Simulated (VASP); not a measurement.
# MgS (P1) in VASP: further runs, part 2 of 2

VASP 6.6.1. The steps go on from the part before.

**4. Single point, PBEsol**

Input file INCAR:

```
SYSTEM = MgS
PREC     = Accurate       ! precision mode
ENCUT    = 520            ! plane-wave cutoff, eV
EDIFF    = 1E-6           ! SCF threshold, eV
ISMEAR   = -1             ! smearing method
SIGMA    = 0.112          ! smearing width, eV
LREAL    = .FALSE.        ! projectors in reciprocal space
LASPH    = .TRUE.         ! aspherical terms in the spheres
NELM     = 120            ! most SCF steps
ALGO     = Normal         ! electronic algorithm
ISIF     = 2              ! what is computed and relaxed
LWAVE    = .FALSE.        ! write WAVECAR
LCHARG   = .FALSE.        ! write CHGCAR
GGA      = PS             ! functional
NBANDS   = 46             ! bands
GGA_COMPAT= .FALSE.
```

Input file KPOINTS:

```
regular mesh
0
G
  2 2 2
  0 0 0
```

Input file POSCAR:

```
MgS
1.0
    0.0000000000      5.2030354798      5.2030354798
    5.2030354798      0.0000000000      5.2030354798
    5.2030354798      5.2030354798      0.0000000000
Mg S
8 8
Direct
    0.0030213132      0.0117104717     -0.0072278961
    0.0043263207     -0.0151106023      0.4822617508
    0.0463084484      0.4661456777     -0.0384701394
   -0.0044961254      0.5068009838      0.4848382276
    0.4661066620     -0.0149782757      0.0506105524
    0.4817946196     -0.0064115457      0.5020914253
    0.4900914110      0.4824218497      0.0363193756
    0.5377712704      0.4783336592      0.5070399789
    0.2558558375      0.2146969792      0.2875740528
    0.2539575225      0.2215422141      0.7533638806
    0.2626815645      0.7169779092      0.2683718966
    0.2218590483      0.7631044446      0.7132212560
    0.7841732035      0.2825216176      0.2241383909
    0.6973853079      0.2532257382      0.8256433224
    0.7778098027      0.7606486666      0.2450688651
    0.7443046497      0.7533084322      0.7646656486
```

Potentials or basis: VASP PAW PBE potentials, release 64 (Mg, S).

Started as:

```console
cat potpaw_PBE.64/Mg/POTCAR potpaw_PBE.64/S/POTCAR > POTCAR
mpirun -np 1 vasp_std > vasp.out
```

OUTCAR:

```text
SYSTEM = MgS
   PREC = Accurate
   ENCUT = 520
   EDIFF = 1E-6
   ISMEAR = -1
   LREAL = .FALSE.
   LASPH = .TRUE.
   NELM = 120
   ISIF = 2
   GGA = PS

 ion  position               nearest neighbor table
   1  0.003  0.012  0.993-  10 2.40  15 2.48  14 2.51  13 2.63  12 2.77  11 2.79   3 3.40   2 3.51
                             5 3.54   6 3.57   7 3.63
   2  0.004  0.985  0.482-  12 2.33  11 2.52   9 2.53  13 2.53  16 2.57  14 3.19   5 3.29   1 3.51
                             4 3.54   8 3.55   6 3.62
   3  0.046  0.466  0.962-  13 2.36  10 2.36  12 2.50  16 2.64   9 2.82  15 3.01   5 3.36   1 3.40
                             8 3.49   4 3.56   7 3.64
   4  0.996  0.507  0.485-  15 2.39  11 2.50   9 2.57  16 2.74  10 2.75  14 2.91   8 3.40   7 3.48
                             2 3.54   3 3.56
   5  0.466  0.985  0.051-   9 2.43  11 2.47  14 2.61  10 2.67  15 2.68  16 2.70   2 3.29   3 3.36
                             6 3.41   1 3.54   8 3.57
   6  0.482  0.994  0.502-   9 2.29  10 2.50  12 2.57  15 2.58  16 2.74  13 3.08   5 3.41   7 3.52
                             1 3.57   8 3.59   2 3.62
   7  0.490  0.482  0.036-  14 2.29  11 2.43  13 2.56   9 2.61  16 2.73  12 3.09   4 3.48   6 3.52
                             1 3.63   8 3.64   3 3.64
   8  0.538  0.478  0.507-  13 2.51  14 2.56  12 2.62  11 2.68  15 2.72  10 2.82   4 3.40   3 3.49
                             2 3.55   5 3.57   6 3.59   7 3.64
   9  0.256  0.215  0.288-   6 2.29   5 2.43   2 2.53   4 2.57   7 2.61   3 2.82
  10  0.254  0.222  0.753-   3 2.36   1 2.40   6 2.50   5 2.67   4 2.75   8 2.82
  11  0.263  0.717  0.268-   7 2.43   5 2.47   4 2.50   2 2.52   8 2.68   1 2.79
  12  0.222  0.763  0.713-   2 2.33   3 2.50   6 2.57   8 2.62   1 2.77   7 3.09
  13  0.784  0.283  0.224-   3 2.36   8 2.51   2 2.53   7 2.56   1 2.63   6 3.08
  14  0.697  0.253  0.826-   7 2.29   1 2.51   8 2.56   5 2.61   4 2.91   2 3.19
  15  0.778  0.761  0.245-   4 2.39   1 2.48   6 2.58   5 2.68   8 2.72   3 3.01
  16  0.744  0.753  0.765-   2 2.57   3 2.64   5 2.70   7 2.73   6 2.74   4 2.74

  LATTYP: Found a face centered cubic cell.
 ALAT       =    10.4060709596

  Lattice vectors:

 A1 = (   0.0000000000,   5.2030354798,   5.2030354798)
 A2 = (   5.2030354798,   0.0000000000,   5.2030354798)
[... 167 lines left out ...]
   IVDW    =     0    specifies the selected vdW correction
   LEPSILON=     F    determine dielectric tensor
   LRPA    =     F    only Hartree local field effects (RPA)
 non-spin polarized calculation
  energy-cutoff  :      520.00
  volume of cell :      281.71
 maximum number of plane-waves:      7640
 NGX is ok and might be reduce to    56
   NGX = 27   NGY = 27   NGZ = 27

 number of electron      64.0000000 magnetization

 Free energy of the ion-electron system (eV)
  ---------------------------------------------------
  ext. energy  EPLUGINS =         0.00000000
  ---------------------------------------------------
  free energy    TOTEN  =       -70.11669719 eV

  energy without entropy =      -70.11668553  energy(sigma->0) =      -70.11669136

 E-fermi :   5.2648     XC(G=0):  -9.8036

 val. band max:        3.9185979911   @ k =   0.0000   0.0000   0.0000
 cond. band min:       6.5306428475   @ k =   0.0000   0.0000   0.0000
 fundamental gap:      2.6120448563
 Fermi energy:         5.2648092235

 k-point     1 :       0.0000    0.0000    0.0000
  band No.  band energies     occupation
      1      -9.1719      2.00000
      2      -8.0049      2.00000
      3      -7.8982      2.00000
      4      -7.8018      2.00000
      5      -7.6157      2.00000
      6      -7.3035      2.00000
[... 365 lines left out ...]
     43       9.9928      0.00000
     44      10.3011      0.00000
 [bands above 44 left out]

------------------------ aborting loop because EDIFF is reached ----------------------------------------

  FORCE on cell =-STRESS in cart. coord.  units (eV):
  Direction    XX          YY          ZZ          XY          YZ          ZX
  --------------------------------------------------------------------------------------
  -------------------------------------------------------------------------------------
  Total        5.9110278      5.1511022      4.2234522      0.5160425      0.2126800      0.0592744
  in kB       33.6181046     29.2961393     24.0202655      2.9349162      1.2095863      0.3371144
  external PRESSURE =      28.9781698 kB  Pullay stress =       0.0000000 kB

 VOLUME and BASIS-vectors are now :
 -----------------------------------------------------------------------------
  energy-cutoff  :      520.00
  volume of cell :      281.71
      direct lattice vectors                 reciprocal lattice vectors
     0.000000000  5.203035480  5.203035480    -0.096097749  0.096097749  0.096097749
     5.203035480  0.000000000  5.203035480     0.096097749 -0.096097749  0.096097749
     5.203035480  5.203035480  0.000000000     0.096097749  0.096097749 -0.096097749

 POSITION                                       TOTAL-FORCE (eV/Angst)
 -----------------------------------------------------------------------------------
      5.22636      5.18115      0.07665        -0.295750     -0.039406     -0.605479
      7.63364      2.53174      5.14692         0.487206     -0.602961     -0.669385
      7.42825      5.24382      2.66632         1.161877     -0.487519      0.750766
      5.15953      7.70227      7.81655         0.652012      0.660593     -0.536514
      5.38843      2.68850      7.55027        -1.251587      0.169240      0.835422
      7.78208      5.11919      7.67647        -0.354758      1.944142     -0.011304
[... 8 lines left out ...]
      5.23278      5.32207      8.00465         0.066644     -0.359043     -0.773664
      7.89807      7.85123      7.79213        -0.221339     -0.602890     -0.119622
 -----------------------------------------------------------------------------------
    total drift:                               -0.000418     -0.000466      0.000076

  FREE ENERGIE OF THE ION-ELECTRON SYSTEM (eV)
  ---------------------------------------------------
  free  energy   TOTEN  =       -70.1166971915 eV

  energy  without entropy=      -70.1166855271  energy(sigma->0) =      -70.11669136
```

OSZICAR:

```text
N       E                     dE             d eps       ncg     rms          rms(c)
DAV:   1     0.295790247645E+03    0.29579E+03   -0.25416E+04   736   0.117E+03
DAV:   2    -0.416204009608E+02   -0.33741E+03   -0.31767E+03   958   0.192E+02
DAV:   3    -0.730784536666E+02   -0.31458E+02   -0.31208E+02   928   0.622E+01
DAV:   4    -0.736510323379E+02   -0.57258E+00   -0.57144E+00   888   0.998E+00
DAV:   5    -0.736631166844E+02   -0.12084E-01   -0.12079E-01   896   0.149E+00    0.123E+01
DAV:   6    -0.705252041408E+02    0.31379E+01   -0.58063E+00   826   0.685E+00    0.934E+00
DAV:   7    -0.701398588029E+02    0.38535E+00   -0.17246E+00   888   0.384E+00    0.552E+00
DAV:   8    -0.701179810329E+02    0.21878E-01   -0.11888E-01   874   0.130E+00    0.991E-01
DAV:   9    -0.701168038941E+02    0.11771E-02   -0.11293E-02   872   0.386E-01    0.265E-01
DAV:  10    -0.701167087365E+02    0.95158E-04   -0.87923E-04   898   0.117E-01    0.147E-01
DAV:  11    -0.701167015850E+02    0.71514E-05   -0.20233E-04   888   0.540E-02    0.390E-02
DAV:  12    -0.701166968926E+02    0.46925E-05   -0.14439E-05   914   0.172E-02    0.339E-02
DAV:  13    -0.701166970561E+02   -0.16355E-06   -0.12478E-05   896   0.128E-02    0.116E-02
DAV:  14    -0.701166971915E+02   -0.13536E-06   -0.16959E-06   522   0.576E-03
   1 F= -.70116697E+02 E0= -.70116691E+02  d E =-.116644E-04
```

stdout:

```text
POSCAR found type information on POSCAR MgS
 POSCAR found :  2 types and      16 ions
 scaLAPACK will be used
 -----------------------------------------------------------------------------
|                                                                             |
|                                                                             |
|     You enforced a specific xc type in the INCAR file but a different       |
|     I HOPE YOU KNOW WHAT YOU ARE DOING!                                     |
|                                                                             |
 -----------------------------------------------------------------------------

 LDA part: xc-table for (Slater+PW92), standard interpolation
 POSCAR, INCAR and KPOINTS ok, starting setup
 FFT: planning ... GRIDC
 FFT: planning ... GRID_SOFT
 FFT: planning ... GRID
 WAVECAR not read
 entering main loop
```

Run time: 74 s. Hardware: 1 thread of Intel Xeon 6975P-C (Granite Rapids), shared host; peak memory 0.45 GiB.

What came out:

```yaml
Free_energy: -70.1167 eV
Pressure: 2.9 GPa
Largest_force: 2.065 eV/Å
Band_gap_on_the_k_mesh: 2.61 eV
```

Forces in eV/Å, atoms in the order of the input:
```
Mg  -0.296 -0.039 -0.605
Mg   0.487 -0.603 -0.669
Mg   1.162 -0.488  0.751
Mg   0.652  0.661 -0.537
Mg  -1.252  0.169  0.835
Mg  -0.355  1.944 -0.011
Mg   0.482 -0.255  0.688
Mg   0.368 -0.121  0.014
S    0.603 -1.842  0.413
S   -0.347  0.085  0.674
S   -0.053 -0.338  0.110
S    0.284  1.984  0.020
S    0.225  0.627 -1.358
S   -1.806 -0.823  0.570
S    0.067 -0.359 -0.774
S   -0.221 -0.603 -0.120
```

Stress tensor (GPa, compression positive):
```
3.36 0.29 0.03
0.29 2.93 0.12
0.03 0.12 2.40
```

Levels at points of the mesh, in eV from the valence-band top:
```tsv
k point	band 30	band 31	band 32	band 33	band 34	band 35
(0.00, 0.00, 0.00)	-0.23	-0.16	0.00	2.61	2.77	3.11
(0.50, 0.00, 0.00)	-0.66	-0.25	-0.14	3.67	3.74	3.89
(0.00, 0.50, 0.00)	-0.64	-0.35	-0.17	3.88	3.92	4.06
(0.00, 0.00, 0.50)	-0.65	-0.34	-0.16	3.80	3.91	4.00
(0.50, 0.50, 0.50)	-0.49	-0.45	-0.30	3.70	3.89	4.03
(0.50, 0.50, 0.00)	-0.74	-0.62	-0.34	4.32	4.47	4.64
(0.00, 0.50, 0.50)	-0.67	-0.56	-0.44	4.34	4.40	4.58
(0.50, 0.00, 0.50)	-0.74	-0.59	-0.35	4.26	4.39	4.47
```

Caveat: the k points lie up to 0.52 Å⁻¹ apart; the atoms stand as in a frame of molecular dynamics; the PAW data sets were made with another functional, which shifts forces and pressure a little.

**5. Summary**

| cell | gap on the mesh (eV) | pressure (GPa) | largest force (eV/Å) |
| --- | --- | --- | --- |
| as given, atomic positions A | 2.39 | 1.4 | 2.25 |
| as given, atomic positions B | 2.66 | 2.0 | 2.12 |
| as given, atomic positions C | 2.61 | 2.9 | 2.07 |

Alike in all rows: task single point; level PBEsol; potentials or basis VASP PAW PBE potentials, release 64 (Mg, S); no spin polarisation; k mesh 2 × 2 × 2; cutoff (eV) 520; smearing fermi-dirac 0.112 eV.

Caveats: all runs use coarse meshes; the atoms stand as in a frame of molecular dynamics; the PAW data sets were made with another functional, which shifts forces and pressure a little.

Absolute energies hang on the potentials; compare differences alone.
